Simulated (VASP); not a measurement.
Set up this calculation in VASP 6.6.1, as the native input.

```yaml
Task: single point
Functional: r2SCAN
Potentials_or_basis: VASP PAW PBE potentials, release 64 (Hf_pv)
Cutoff: 520 eV
k_mesh: 20 × 20 × 20
Occupations: gaussian, width 0.05 eV
Spin: no spin polarisation
Dipole_correction: no
Further_INCAR_settings: ALGO = Normal; EDIFF = 1e-07; NBANDS = 11
```

Crystal: Hf.

```xyz
1
Lattice="-1.6429 1.6429 1.6429 1.6429 -1.6429 1.6429 1.6429 1.6429 -1.6429" Properties=species:S:1:pos:R:3 pbc="T T T"
Hf    0.0000    0.0000    0.0000
```

This cell differs from its parent crystal: volume scaled by 0.800.

The input as run:

POSCAR

```
Hf
1.0
   -1.6429388300      1.6429388300      1.6429388300
    1.6429388300     -1.6429388300      1.6429388300
    1.6429388300      1.6429388300     -1.6429388300
Hf
1
Direct
    0.0000000000      0.0000000000      0.0000000000
```

INCAR.step1

```
SYSTEM = Hf
ALGO = Normal ; EDIFF = 1E-4
ENCUT = 520 ; GGA = PE
ISMEAR = 0 ; LASPH = .TRUE.
LCHARG = .FALSE. ; LREAL = .FALSE.
LWAVE = .TRUE. ; NBANDS = 11
NELM = 80 ; PREC = Accurate
SIGMA = 0.05
```

INCAR.step2

```
SYSTEM = Hf
ALGO = Normal ; EDIFF = 1E-7
ENCUT = 520 ; ISIF = 2
ISMEAR = 0 ; ISTART = 1
LASPH = .TRUE. ; LCHARG = .FALSE.
LMIXTAU = .TRUE. ; LREAL = .FALSE.
LWAVE = .FALSE. ; METAGGA = R2SCAN
NBANDS = 11 ; NELM = 80
PREC = Accurate ; SIGMA = 0.05
```

KPOINTS

```
k-points
0
G
  20 20 20
  0 0 0
```

Potentials or basis: VASP PAW PBE potentials, release 64 (Hf_pv).

Run with:

```sh
$ cat potpaw_PBE.64/Hf_pv/POTCAR > POTCAR
$ cp INCAR.step1 INCAR
$ mpirun -np 1 vasp_std > vasp.out
$ cp INCAR.step2 INCAR
$ mpirun -np 1 vasp_std > vasp.out
```

It gave:

```
Pressure               : 31.4 GPa
Band gap on the k mesh : zero (band 5 reaches 8.05 eV, above the bottom of band 6 at 5.15 eV)
```

Caveat: the PAW data sets were made with another functional, which shifts forces and pressure a little; spin-orbit coupling is left out, which moves the levels of the heavy elements.

It took 2.3 min on 1 thread of Intel(R) Xeon(R) Platinum 8259CL CPU @ 2.50GHz (Skylake/Cascade Lake) (shared host), peak memory 0.18 GiB.
